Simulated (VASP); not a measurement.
Write the native input for VASP 6.6.1 that does the following.

| Item | Value |
| --- | --- |
| Task | single point |
| Functional | PBE |
| Potentials or basis | VASP PAW PBE potentials, release 64 (Zr_sv, B) |
| Cutoff | 520 eV |
| k mesh | 3 × 2 × 3 |
| Occupations | gaussian, width 0.1 eV |
| Spin | no spin polarisation |
| Dipole correction | no |
| Further INCAR settings | ALGO = Normal; EDIFF = 1e-06; NBANDS = 86 |

The structure of Zr12B (a cell with a defect) lies in POSCAR:

```
Zr12B
1.0
    6.4600000000      0.0000000000      0.0000000000
   -4.8450000000      8.3917860000      0.0000000000
    0.0000000000      0.0000000000      5.1453900000
Zr B
12 1
Direct
    0.0065423306      0.0060512461      0.0046224648
    0.1681068865      0.2238914852      0.5045591654
   -0.0011216409      0.3289346338     -0.0015346195
    0.1612661747      0.5484783882      0.5056234567
   -0.0025522406      0.6649292280     -0.0149245232
    0.1668667550      0.8925016776      0.5095613376
    0.5069805016      0.0074505815     -0.0077419047
    0.6694645563      0.2270237606      0.4997808557
    0.5002659805      0.3320460750     -0.0062410162
    0.6617173470      0.5499174673      0.4933594610
    0.5014512711      0.6634374486     -0.0117495965
    0.6708917335      0.8910552936      0.5127925363
    0.3341900345      0.7779653143      1.2489511225
```

One way to write it, as run:

INCAR

```
SYSTEM = Zr12B
PREC = Accurate
ENCUT = 520
EDIFF = 1E-6
ISMEAR = 0
SIGMA = 0.1
LREAL = .FALSE.
LASPH = .TRUE.
NELM = 60
ALGO = Normal
ISIF = 2
LWAVE = .FALSE.
LCHARG = .FALSE.
GGA = PE
NBANDS = 86
```

KPOINTS

```
regular mesh
0
G
  3 2 3
  0 0 0
```

Potentials or basis: VASP PAW PBE potentials, release 64 (Zr_sv, B).

The run is started by

```console
$ cat potpaw_PBE.64/Zr_sv/POTCAR potpaw_PBE.64/B/POTCAR > POTCAR
$ mpirun -np 1 vasp_std > vasp.out
```

Results of the run:

| Property | Result |
| --- | --- |
| Pressure | 4.8 GPa |
| Largest force | 0.010 eV/Å |
| Band gap on the k mesh | zero (an odd number of electrons rules out a gap without spin polarisation) |

Caveat: the k points lie up to 0.41 Å⁻¹ apart, too coarse for converged energies and pressures of a metal.

Wall time 4.4 min on 1 thread of Intel(R) Xeon(R) 6975P-C (Granite Rapids), on a shared host, peak memory 0.42 GiB.
